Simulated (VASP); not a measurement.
A run of VASP 6.6.1 is set up as follows.

File INCAR:

```
SYSTEM = Ca
  ALGO = Normal
  EDIFF = 1E-6
  ENCUT = 520
  GGA = PE
  ISIF = 2
  ISMEAR = 0
  LASPH = .True.
  LCHARG = .False.
  LREAL = .False.
  LWAVE = .False.
  NBANDS = 28
  NELM = 100
  PREC = Accurate
  SIGMA = 0.1
```

File KPOINTS:

```
k-points
0
Gamma
  10 10 4
  0 0 0
```

POSCAR

```
Ca
1.0
    4.1318454949      0.0349847843     -0.0183234786
   -2.0356250355      3.5258318725      0.0366490300
   -0.0595854194      0.1032127567     12.9844736641
Ca
4
Direct
    0.0044043973     -0.0244228025     -0.0071302769
    0.3302685477      0.6651342789      0.2500000000
    0.0044043973      0.0288271998      0.5071302769
    0.6609226577      0.3304613238      0.7500000000
```

Potentials or basis: VASP PAW PBE potentials, release 64 (Ca_sv).

Command:

```bash
$ cat potpaw_PBE.64/Ca_sv/POTCAR > POTCAR
$ mpirun -np 1 vasp_std > vasp.out
```

Question: Estimate the pressure.

Answer: -1.6 GPa.

Question: Estimate the band gap on the k mesh.

Answer: Zero (band 20 reaches 1.70 eV, above the bottom of band 21 at 1.41 eV).

Question: Estimate the largest force.

Answer: 0.145 eV/Å.

Stress tensor (GPa, compression positive):
```
-2.00 -0.10  0.04
-0.10 -1.88 -0.08
 0.04 -0.08 -0.89
```

Caveat: the cell differs from its parent crystal (strained and its atoms moved).
